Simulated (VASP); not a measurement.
# CdS (Fm-3m) in VASP: notebook, part 2 of 2

VASP 6.6.1. Earlier steps stand in the parts before.

### Step 3. Elastic constants, PBE

File INCAR:

```
PREC = Accurate ; ENCUT = 600
EDIFF = 1E-8 ; ISMEAR = -1
SIGMA = 0.05 ; LREAL = F
LASPH = T ; NELM = 80
ALGO = Normal ; ISIF = 3
LWAVE = F ; LCHARG = F
GGA = PE ; IBRION = 6
NFREE = 2 ; POTIM = 0.015
NSW = 1
```

File KPOINTS:

```
regular mesh
0
Gamma
  6 6 6
```

File POSCAR:

```
CdS
1.0
    0.0000000000      2.7532440000      2.7532440000
    2.7532440000      0.0000000000      2.7532440000
    2.7532440000      2.7532440000      0.0000000000
Cd S
1 1
Direct
    0.0000000000      0.0000000000      0.0000000000
    0.5000000000      0.5000000000      0.5000000000
```

Potentials or basis: VASP PAW PBE potentials, release 64 (Cd, S).

Started as:

```bash
$ cat potpaw_PBE.64/Cd/POTCAR potpaw_PBE.64/S/POTCAR > POTCAR
$ mpirun -np 1 vasp_std > vasp.out
```

OUTCAR:

```text
PREC = Accurate
   ENCUT = 600
   EDIFF = 1E-8
   ISMEAR = -1
   LREAL = F
   LASPH = T
   NELM = 80
   ISIF = 3
   GGA = PE
   IBRION = 6
   NFREE = 2
   POTIM = 0.015
   NSW = 1

 ion  position               nearest neighbor table
   1  0.000  0.000  0.000-   2 2.75   2 2.75   2 2.75   2 2.75   2 2.75   2 2.75
   2  0.500  0.500  0.500-   1 2.75   1 2.75   1 2.75   1 2.75   1 2.75   1 2.75

  LATTYP: Found a face centered cubic cell.
 ALAT       =     5.5064880000

  Lattice vectors:

 A1 = (   0.0000000000,   2.7532440000,   2.7532440000)
 A2 = (   2.7532440000,   0.0000000000,   2.7532440000)
 A3 = (   2.7532440000,   2.7532440000,   0.0000000000)

Analysis of symmetry for initial positions (statically):
=====================================================================
 Subroutine PRICEL returns:
 Original cell was already a primitive cell.

 Routine SETGRP: Setting up the symmetry group for a
 face centered cubic supercell.

 Subroutine GETGRP returns: Found 48 space group operations
 (whereof 48 operations were pure point group operations)
 out of a pool of 48 trial point group operations.

The static configuration has the point symmetry O_h .

Analysis of symmetry for dynamics (positions and initial velocities):
=====================================================================
 Subroutine PRICEL returns:
 Original cell was already a primitive cell.

 Routine SETGRP: Setting up the symmetry group for a
 face centered cubic supercell.

 Subroutine GETGRP returns: Found 48 space group operations
 (whereof 48 operations were pure point group operations)
 out of a pool of 48 trial point group operations.

The dynamic configuration has the point symmetry O_h .

 Subroutine INISYM returns: Found 48 space group operations
 (whereof 48 operations are pure point group operations),
 and found     1 'primitive' translations

----------------------------------------------------------------------------------------

                                     Primitive cell

  volume of cell :      41.7411

  direct lattice vectors                    reciprocal lattice vectors
     0.000000000  2.753244000  2.753244000    -0.181603955  0.181603955  0.181603955
     2.753244000  0.000000000  2.753244000     0.181603955 -0.181603955  0.181603955
     2.753244000  2.753244000  0.000000000     0.181603955  0.181603955 -0.181603955

  length of vectors
     3.893675005  3.893675005  3.893675005     0.314547277  0.314547277  0.314547277

  position of ions in fractional coordinates (direct lattice)
     0.000000000  0.000000000  0.000000000
     0.500000000  0.500000000  0.500000000

  ion indices of the primitive-cell ions
   primitive index   ion index
[... 296 lines left out ...]

 Free energy of the ion-electron system (eV)
  ---------------------------------------------------
  ext. energy  EPLUGINS =         0.00000000
  ---------------------------------------------------
  free energy    TOTEN  =        -5.87067727 eV

  energy without entropy =       -5.86888622  energy(sigma->0) =       -5.86978175

 E-fermi :   2.8859     XC(G=0): -10.3024

 val. band max:        2.7140487249   @ k =   0.5000   0.0000   0.0000
 cond. band min:       2.9681123904   @ k =   0.5000   0.5000   0.0000
 fundamental gap:      0.2540636655
 Fermi energy:         2.8858683650

 k-point     1 :       0.0000    0.0000    0.0000
  band No.  band energies     occupation
      1      -9.9446      2.00000
      2      -4.8602      2.00000
      3      -4.8602      2.00000
      4      -4.8600      2.00000
      5      -4.8599      2.00000
      6      -4.8595      2.00000
      7       2.0183      2.00000
      8       2.0184      2.00000
      9       2.0184      2.00000
     10       3.5476      0.00000
     11      11.9443      0.00000
     12      11.9443      0.00000
     13      11.9452      0.00000
[... 354 lines left out ...]
  band No.  band energies     occupation
      1      -8.9178      2.00000
      2      -5.0042      2.00000
      3      -4.9660      2.00000
      4      -4.7961      2.00000
      5      -4.6597      2.00000
      6      -4.3896      2.00000
      7      -1.0407      2.00000
      8      -0.4178      2.00000
      9       1.8165      2.00000
     10       5.5701      0.00000
     11       9.1868      0.00000
     12      10.5740      0.00000
     13      10.7805      0.00000

 [... further k-points ...]

------------------------ aborting loop because EDIFF is reached ----------------------------------------

  FORCE on cell =-STRESS in cart. coord.  units (eV):
  Direction    XX          YY          ZZ          XY          YZ          ZX
  --------------------------------------------------------------------------------------
  -------------------------------------------------------------------------------------
  Total       -0.0156882     -0.0211426     -0.0211426     -0.0000000      0.0000000      0.0000000
  in kB       -0.6021724     -0.8115311     -0.8115311     -0.0000000      0.0000000      0.0000000
  external PRESSURE =      -0.7417449 kB  Pullay stress =       0.0000000 kB
[... 17 lines left out ...]
  FREE ENERGIE OF THE ION-ELECTRON SYSTEM (eV)
  ---------------------------------------------------
  free  energy   TOTEN  =        -5.8706772742 eV

  energy  without entropy=       -5.8688862198  energy(sigma->0) =       -5.86978175

 INTERNAL STRAIN TENSORS FROM STRAINED CELLS
 ============================================

 INTERNAL STRAIN TENSOR FOR ION    1 for displacements in x,y,z  (eV/Angst):
          X           Y           Z          XY          YZ          ZX
  --------------------------------------------------------------------------------
  x     0.00000    -0.00000     0.00000     0.00000     0.00000     0.00000
  y     0.00000     0.00000    -0.00000     0.00000     0.00000    -0.00000
  z     0.00000    -0.00000    -0.00000    -0.00000    -0.00000    -0.00000

 INTERNAL STRAIN TENSORS FROM DISPLACED ATOMS
 ============================================

 INTERNAL STRAIN TENSOR FOR ION    1 for displacements in x,y,z  (eV/Angst):
          X           Y           Z          XY          YZ          ZX
  --------------------------------------------------------------------------------
  x     0.00000     0.00000     0.00000     0.00000     0.00000     0.00000
  y     0.00000     0.00000     0.00000     0.00000     0.00000     0.00000
  z     0.00000     0.00000     0.00000     0.00000     0.00000     0.00000

 INTERNAL STRAIN TENSOR FOR ION    2 for displacements in x,y,z  (eV/Angst):
          X           Y           Z          XY          YZ          ZX
  --------------------------------------------------------------------------------
  x     0.00000     0.00000     0.00000     0.00000     0.00000     0.00000
  y     0.00000     0.00000     0.00000     0.00000     0.00000     0.00000
  z     0.00000     0.00000     0.00000     0.00000     0.00000     0.00000

 Eigenvectors and eigenvalues of the dynamical matrix
 ----------------------------------------------------

   1 f  =    3.577382 THz    22.477351 2PiTHz  119.328604 cm-1    14.794855 meV
             X         Y         Z           dx          dy          dz
      0.000000  0.000000  0.000000    -0.470898    0.000000    0.000000
      2.753244  2.753244  2.753244     0.882188    0.000000    0.000000
[... 21 lines left out ...]
   6 f/i=    0.000863 THz     0.005422 2PiTHz    0.028784 cm-1     0.003569 meV
             X         Y         Z           dx          dy          dz
      0.000000  0.000000  0.000000     0.000000    0.000000    0.882188
      2.753244  2.753244  2.753244     0.000000    0.000000    0.470898

--------------------------------------------------------------------------------------------------------

 ELASTIC MODULI CONTR FROM IONIC RELAXATION (kBar)
 Direction    XX          YY          ZZ          XY          YZ          ZX
 --------------------------------------------------------------------------------
 XX           0.0000      0.0000      0.0000      0.0000      0.0000      0.0000
 YY           0.0000      0.0000      0.0000      0.0000      0.0000      0.0000
 ZZ           0.0000      0.0000      0.0000      0.0000      0.0000      0.0000
 XY           0.0000      0.0000      0.0000      0.0000      0.0000      0.0000
 YZ           0.0000      0.0000      0.0000      0.0000      0.0000      0.0000
 ZX           0.0000      0.0000      0.0000      0.0000      0.0000      0.0000
 --------------------------------------------------------------------------------

 TOTAL ELASTIC MODULI (kBar)
 Direction    XX          YY          ZZ          XY          YZ          ZX
 --------------------------------------------------------------------------------
 XX        1163.1035    499.2467    499.2467     -0.0000      0.0000     -0.0000
 YY         499.2467   1163.1035    499.2467      0.0000      0.0000      0.0000
 ZZ         499.2467    499.2467   1163.1035     -0.0000      0.0000      0.0000
 XY          -0.0000      0.0000     -0.0000    323.5936      0.0000      0.0000
 YZ           0.0000      0.0000      0.0000      0.0000    323.5936      0.0000
 ZX          -0.0000      0.0000      0.0000      0.0000      0.0000    323.5936
 --------------------------------------------------------------------------------
```

stdout:

```text
POSCAR found type information on POSCAR CdS
 POSCAR found :  2 types and       2 ions
 scaLAPACK will be used
 LDA part: xc-table for (Slater+PW92), standard interpolation
 POSCAR, INCAR and KPOINTS ok, starting setup
 FFT: planning ... GRIDC
 FFT: planning ... GRID_SOFT
 FFT: planning ... GRID
 WAVECAR not read
 entering main loop
 Found     2 degrees of freedom:
 Adding 6 more for cell shape distortion
 Finite differences POTIM= 0.01500 DOF=   8
 bond charge predicted
 Finite differences progress:
 bond charge predicted
 Finite differences progress:
 bond charge predicted
 Finite differences progress:
 bond charge predicted
 Finite differences progress:
 bond charge predicted
 Finite differences progress:
 bond charge predicted
 Finite differences progress:
 bond charge predicted
 Finite differences progress:
 bond charge predicted
 Finite differences progress:
 bond charge predicted
 Finite differences progress:
 bond charge predicted
 Finite differences progress:
 bond charge predicted
 Finite differences progress:
 bond charge predicted
 Finite differences progress:
 bond charge predicted
 Finite differences progress:
 bond charge predicted
 Finite differences progress:
 bond charge predicted
 Finite differences progress:
 bond charge predicted
 Finite differences progress:
```

Run time: 5.5 min. Hardware: 1 thread of AMD EPYC 7R43 (Zen 3), shared host; peak memory 0.21 GiB.

Results:

```
Elastic constants C11, C12, C44                         : 116, 50, 32 GPa
Voigt bulk modulus                                      : 72 GPa
Highest phonon frequency at Γ, LO-TO splitting left out : 119 cm⁻¹
```

Phonon frequencies in cm⁻¹ (negative: imaginary):
| q point | frequencies |
| --- | --- |
| (0.000, 0.000, 0.000) | 0 0 0 119 119 119 |

Elastic tensor in Voigt notation (GPa, in the Cartesian axes of the cell as first typed):
```
116  50  50   0   0   0
 50 116  50   0   0   0
 50  50 116   0   0   0
  0   0   0  32   0   0
  0   0   0   0  32   0
  0   0   0   0   0  32
```

Clamped-ion elastic tensor (GPa):
```
116  50  50   0   0   0
 50 116  50   0   0   0
 50  50 116   0   0   0
  0   0   0  32   0   0
  0   0   0   0  32   0
  0   0   0   0   0  32
```
